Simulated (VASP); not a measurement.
The system is NaTlS2.

```
Na S Tl
1.0
     4.16283    0.00000    0.00000
     0.00000    4.16283    0.00000
     0.00000    0.00000    6.67176
Na S Tl
1 2 1
Cartesian
  0.0000 0.0000 0.0000
  0.0000 2.0814 1.8054
  2.0814 0.0000 4.8664
  2.0814 2.0814 3.3359
```

* Program: VASP 6.6.1
* Task: relaxation of cell and atoms
* Functional: PBEsol
* Potentials or basis: VASP PAW PBE potentials, release 64 (Na_pv, S, Tl_d)
* Cutoff: 600 eV
* k mesh: 6 × 6 × 4
* Occupations: fermi-dirac, width 0.02 eV
* Spin: no spin polarisation

At the start: pressure -1.7 GPa; volume 28.90 Å³/atom.

Question: How do energy, volume and symmetry change on relaxing?

Answer: Over 10 steps the energy falls by 7.4 meV/atom and the volume is 27.66 Å³/atom (-4.3 %); space group P-4m2 (No. 115, to 0.1 Å) before and after.

The path:
```csv
step,energy change (eV),largest force (eV/Å),pressure (GPa),volume (Å³)
1,0.0000,0.2208,-1.68,115.62
2,-0.0280,0.0452,0.12,110.63
3,-0.0280,0.0268,-0.04,110.94
4,-0.0280,0.0328,-0.01,110.84
5,-0.0286,0.0197,0.02,110.74
6,-0.0294,0.0182,0.04,110.43
7,-0.0294,0.0208,0.04,110.40
8,-0.0295,0.0191,-0.01,110.57
9,-0.0295,0.0179,-0.05,110.71
10,-0.0295,0.0009,0.00,110.64
```

Final structure:
```xyz
4
Lattice="4.0790 0.0000 0.0000 0.0000 4.0790 0.0000 0.0000 0.0000 6.6498" Properties=species:S:1:pos:R:3 pbc="T T T"
Na    4.0790    0.0000    6.6498
S     0.0000    2.0395    1.8082
S     2.0395    0.0000    4.8416
Tl    2.0395    2.0395    3.3249
```

Caveat: the PAW data sets were made with another functional, which shifts forces and pressure a little.
